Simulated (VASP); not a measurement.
# Na in VASP: a series of runs, part 3 of 3

VASP 6.6.1. The steps go on from the part before.

### Step 7. Electric field gradients, PBEsol (equal xy, yz and zx shear strains of -2 %)

The input, INCAR:

```
SYSTEM = Na
PREC = Accurate ; ENCUT = 520
EDIFF = 1E-8 ; ISMEAR = -1
SIGMA = 0.03 ; LREAL = .FALSE.
LASPH = .TRUE. ; NELM = 80
ALGO = Normal ; ISIF = 2
LWAVE = .FALSE. ; LCHARG = .FALSE.
GGA = PS ; LEFG = .TRUE.
NBANDS = 10
```

The input, KPOINTS:

```
regular mesh
0
G
  11 11 11
  0 0 0
```

The input, POSCAR:

```
Na
1.0
   -2.1598500000      2.1175000000      2.1175000000
    2.1175000000     -2.1598500000      2.1175000000
    2.1175000000      2.1175000000     -2.1598500000
Na
1
Direct
    0.0000000000      0.0000000000      0.0000000000
```

Potentials or basis: VASP PAW PBE potentials, release 64 (Na_pv).

On the command line:

```
$ cat potpaw_PBE.64/Na_pv/POTCAR > POTCAR
$ mpirun -np 1 vasp_std > vasp.out
```

OUTCAR:

```text
SYSTEM = Na
   PREC = Accurate
   ENCUT = 520
   EDIFF = 1E-8
   ISMEAR = -1
   LREAL = .FALSE.
   LASPH = .TRUE.
   NELM = 80
   ISIF = 2
   GGA = PS

 ion  position               nearest neighbor table
   1  0.000  0.000  0.000-

  LATTYP: Found a trigonal (rhomboedric) cell.
 ALAT       =     3.6922302911
 COS(alpha) =    -0.3420602552

  Lattice vectors:

 A1 = (  -2.1598500000,   2.1175000000,   2.1175000000)
 A2 = (   2.1175000000,  -2.1598500000,   2.1175000000)
 A3 = (   2.1175000000,   2.1175000000,  -2.1598500000)

Analysis of symmetry for initial positions (statically):
=====================================================================
 Subroutine PRICEL returns:
 Original cell was already a primitive cell.

 Routine SETGRP: Setting up the symmetry group for a
 trigonal (rhombohedral) supercell.

 Subroutine GETGRP returns: Found 12 space group operations
 (whereof 12 operations were pure point group operations)
 out of a pool of 12 trial point group operations.

The static configuration has the point symmetry D_3d.

Analysis of symmetry for dynamics (positions and initial velocities):
=====================================================================
 Subroutine PRICEL returns:
 Original cell was already a primitive cell.

 Routine SETGRP: Setting up the symmetry group for a
 trigonal (rhombohedral) supercell.

 Subroutine GETGRP returns: Found 12 space group operations
 (whereof 12 operations were pure point group operations)
 out of a pool of 12 trial point group operations.

The dynamic configuration has the point symmetry D_3d.

 Subroutine INISYM returns: Found 12 space group operations
 (whereof 12 operations are pure point group operations),
 and found     1 'primitive' translations

----------------------------------------------------------------------------------------

                                     Primitive cell

  volume of cell :      37.9664

  direct lattice vectors                    reciprocal lattice vectors
    -2.159850000  2.117500000  2.117500000     0.004771217  0.238560829  0.238560829
     2.117500000 -2.159850000  2.117500000     0.238560829  0.004771217  0.238560829
     2.117500000  2.117500000 -2.159850000     0.238560829  0.238560829  0.004771217

  length of vectors
     3.692230291  3.692230291  3.692230291     0.337409696  0.337409696  0.337409696

  position of ions in fractional coordinates (direct lattice)
     0.000000000  0.000000000  0.000000000

  ion indices of the primitive-cell ions
   primitive index   ion index
                 1           1

----------------------------------------------------------------------------------------

[... 73 lines left out ...]
   IBRION =     -1    ionic relax: 0-MD 1-quasi-New 2-CG
   NFREE  =      0    steps in history (QN), initial steepest desc. (CG)
   ISIF   =      2    stress and relaxation
   ISYM   =      2    0-nonsym 1-usesym 2-fastsym
   POTIM  = 0.5000    time-step for ionic-motion
   TEBEG  =    0.0;   TEEND  =   0.0 temperature during run
   PSTRESS=    0.0 pullay stress
   NELECT =       7.0000    total number of electrons
   NUPDOWN=      -1.0000    fix difference up-down
   EMIN   =  10.00;   EMAX   =-10.00  energy-range for DOS
   EFERMI =   0.00;   METHOD = LEGACY
   ISMEAR =    -1;   SIGMA  =   0.03  broadening in eV -4-tet -1-fermi 0-gaus
   EFERMI_NEDOS =   21; number of points for ismear=-14 and -15
   IALGO  =     38    algorithm
   IMIX   =      4    mixing-type and parameters
     AMIX     =   0.40;   BMIX     =  1.00
     AMIX_MAG =   1.60;   BMIX_MAG =  1.00
  volume/ion in A,a.u.               =      37.97       256.21
  Fermi-wavevector in a.u.,A,eV,Ry     =   0.931768  1.760786 11.812466  0.868192
  Thomas-Fermi vector in A             =   2.058296
   LORBIT       =      0    0 simple, 1 ext, 2 COOP (PROOUT), +10 PAW based schemes
   GGA     = PS    functional components
   LHFCALC =     F    Hartree Fock is set to
   AEXX    =    0.0000 exact exchange contribution
   IVDW    =     0    specifies the selected vdW correction
   LEPSILON=     F    determine dielectric tensor
   LRPA    =     F    only Hartree local field effects (RPA)
 non-spin polarized calculation
  energy-cutoff  :      520.00
  volume of cell :       37.97
 maximum number of plane-waves:      1042
   NGX = 13   NGY = 13   NGZ = 13

 number of electron       7.0000006 magnetization

 Free energy of the ion-electron system (eV)
  ---------------------------------------------------
  ext. energy  EPLUGINS =         0.00000000
  ---------------------------------------------------
  free energy    TOTEN  =        -1.39986224 eV

  energy without entropy =       -1.39880287  energy(sigma->0) =       -1.39933255

 E-fermi :   0.2663     XC(G=0):  -6.4384

 val. band max:        0.2328601249   @ k =  -0.1818   0.4545   0.0909
 cond. band min:       0.2813453967   @ k =  -0.1818  -0.3636   0.0909
 fundamental gap:      0.0484852718
 Fermi energy:         0.2662877727

 k-point     1 :       0.0000    0.0000    0.0000
  band No.  band energies     occupation
      1     -24.5673      2.00000
      2     -24.5667      2.00000
      3     -24.5667      2.00000
      4      -2.9883      2.00000
      5      11.7143      0.00000
      6      11.7739      0.00000
      7      11.7739      0.00000
      8      12.9140      0.00000
      9      12.9141      0.00000
     10      13.0484      0.00000
[... 287 lines left out ...]
 k-point    24 :      -0.1818    0.1818    0.0000
  band No.  band energies     occupation
      1     -24.5760      2.00000
      2     -24.5699      2.00000
      3     -24.5671      2.00000
      4      -2.4293      2.00000
      5       7.6074      0.00000
      6       9.9703      0.00000
      7      10.3856      0.00000
      8      11.1271      0.00000
      9      11.9309      0.00000
     10      14.0452      0.00000

 [... further k-points ...]

------------------------ aborting loop because EDIFF is reached ----------------------------------------

  FORCE on cell =-STRESS in cart. coord.  units (eV):
  Direction    XX          YY          ZZ          XY          YZ          ZX
  --------------------------------------------------------------------------------------
  -------------------------------------------------------------------------------------
  Total       -0.0794894     -0.0794894     -0.0794894      0.0379643      0.0379643      0.0379643
  in kB       -3.3544441     -3.3544441     -3.3544441      1.6020898      1.6020898      1.6020898
  external PRESSURE =      -3.3544441 kB  Pullay stress =       0.0000000 kB

 VOLUME and BASIS-vectors are now :
 -----------------------------------------------------------------------------
  energy-cutoff  :      520.00
  volume of cell :       37.97
      direct lattice vectors                 reciprocal lattice vectors
    -2.159850000  2.117500000  2.117500000     0.004771217  0.238560829  0.238560829
     2.117500000 -2.159850000  2.117500000     0.238560829  0.004771217  0.238560829
     2.117500000  2.117500000 -2.159850000     0.238560829  0.238560829  0.004771217

 POSITION                                       TOTAL-FORCE (eV/Angst)
 -----------------------------------------------------------------------------------
      0.00000      0.00000      0.00000         0.000000      0.000000     -0.000000
 -----------------------------------------------------------------------------------
    total drift:                               -0.000000     -0.000000     -0.000000

  FREE ENERGIE OF THE ION-ELECTRON SYSTEM (eV)
  ---------------------------------------------------
  free  energy   TOTEN  =        -1.3998622403 eV

  energy  without entropy=       -1.3988028655  energy(sigma->0) =       -1.39933255

 Electric field gradients (V/A^2)
---------------------------------------------------------------------
 ion       V_xx      V_yy      V_zz      V_xy      V_xz      V_yz
---------------------------------------------------------------------
   1       0.000     0.000    -0.000     0.087     0.087     0.087
---------------------------------------------------------------------

 Electric field gradients after diagonalization (V/A^2)
 (convention: |V_zz| > |V_xx| > |V_yy|)
----------------------------------------------------------------------
 ion       V_xx      V_yy      V_zz     asymmetry (V_yy - V_xx)/ V_zz
----------------------------------------------------------------------
   1      -0.087    -0.087     0.174       0.000
----------------------------------------------------------------------

           NMR quadrupolar parameters

 Cq : quadrupolar parameter    Cq=e*Q*V_zz/h
 eta: asymmetry parameters     (V_yy - V_xx)/ V_zz
 Q  : nuclear electric quadrupole moment in mb (millibarn)
----------------------------------------------------------------------
 ion       Cq(MHz)       eta       Q (mb)
----------------------------------------------------------------------
   1       0.000       0.000       1.000
----------------------------------------------------------------------
```

OSZICAR:

```text
N       E                     dE             d eps       ncg     rms          rms(c)
DAV:   1     0.286033361536E+02    0.28603E+02   -0.38477E+03  2926   0.586E+02
DAV:   2    -0.766325780939E+00   -0.29370E+02   -0.29203E+02  3002   0.148E+02
DAV:   3    -0.139672358122E+01   -0.63040E+00   -0.62973E+00  3614   0.238E+01
DAV:   4    -0.140185037183E+01   -0.51268E-02   -0.51264E-02  3422   0.212E+00
DAV:   5    -0.140192294507E+01   -0.72573E-04   -0.72573E-04  3378   0.247E-01    0.234E-01
DAV:   6    -0.140033820084E+01    0.15847E-02   -0.27675E-03  3418   0.765E-01    0.142E-01
DAV:   7    -0.139991531410E+01    0.42289E-03   -0.24997E-03  3318   0.650E-01    0.457E-02
DAV:   8    -0.139986171067E+01    0.53603E-04   -0.20164E-04  3338   0.246E-01    0.208E-03
DAV:   9    -0.139986204271E+01   -0.33205E-06   -0.79140E-07  3406   0.932E-03    0.115E-03
DAV:  10    -0.139986224647E+01   -0.20375E-06   -0.38675E-08  3284   0.119E-03    0.118E-04
DAV:  11    -0.139986224029E+01    0.61796E-08   -0.10925E-09  2036   0.438E-04
   1 F= -.13998622E+01 E0= -.13993326E+01  d E =-.105937E-02
```

stdout:

```text
POSCAR found type information on POSCAR Na
 POSCAR found :  1 types and       1 ions
 scaLAPACK will be used
 -----------------------------------------------------------------------------
|                                                                             |
|                                                                             |
|     You enforced a specific xc type in the INCAR file but a different       |
|     I HOPE YOU KNOW WHAT YOU ARE DOING!                                     |
|                                                                             |
 -----------------------------------------------------------------------------

 LDA part: xc-table for (Slater+PW92), standard interpolation
 POSCAR, INCAR and KPOINTS ok, starting setup
 FFT: planning ... GRIDC
 FFT: planning ... GRID_SOFT
 FFT: planning ... GRID
 WAVECAR not read
 entering main loop
ion   1
```

Run time: 30 s. Hardware: 1 thread of Intel Xeon Platinum 8259CL at 2.50GHz (Skylake/Cascade Lake), shared host; peak memory 0.18 GiB.

Results:

| Item | Value |
| --- | --- |
| Free energy | -1.3999 eV |
| Pressure | -0.3 GPa |
| Band gap on the k mesh | zero (an odd number of electrons rules out a gap without spin polarisation) |
| Largest electric field gradient by atom | Na +0.17 V/Å² |

Stress tensor (GPa, compression positive):
```
-0.34  0.16  0.16
 0.16 -0.34  0.16
 0.16  0.16 -0.34
```

Caveat: the cell differs from its parent crystal (equal xy, yz and zx shear strains of -2 %); without QUAD_EFG the Cq values of the log hold for a quadrupole moment of 1 mb, not for the nuclei; the PAW data sets were made with another functional, which shifts forces and pressure a little.

### Step 8. The runs side by side

```tsv
cell	gap on the mesh (eV)	pressure (GPa)
a = 3.619 Å, angles 110.0, 110.0, 108.4°, 1 atom	none	0.0
a = 3.643 Å, angles 109.7, 109.7, 108.9°, 1 atom	none	-0.2
a = 3.655 Å, angles 109.2, 109.2, 110.0°, 1 atom	none	-0.3
a = 3.680 Å, angles 109.7, 109.7, 108.9°, 1 atom	none	-0.4
a = 3.692 Å, angles 110.0°, 1 atom	none	-0.3
```

Alike in all rows: task electric field gradients; level PBEsol; potentials or basis VASP PAW PBE potentials, release 64 (Na_pv); no spin polarisation; k mesh 11 × 11 × 11; cutoff (eV) 520; smearing fermi-dirac 0.03 eV.

Caveats: the PAW data sets were made with another functional, which shifts forces and pressure a little.

Absolute energies hang on the potentials; compare differences alone.
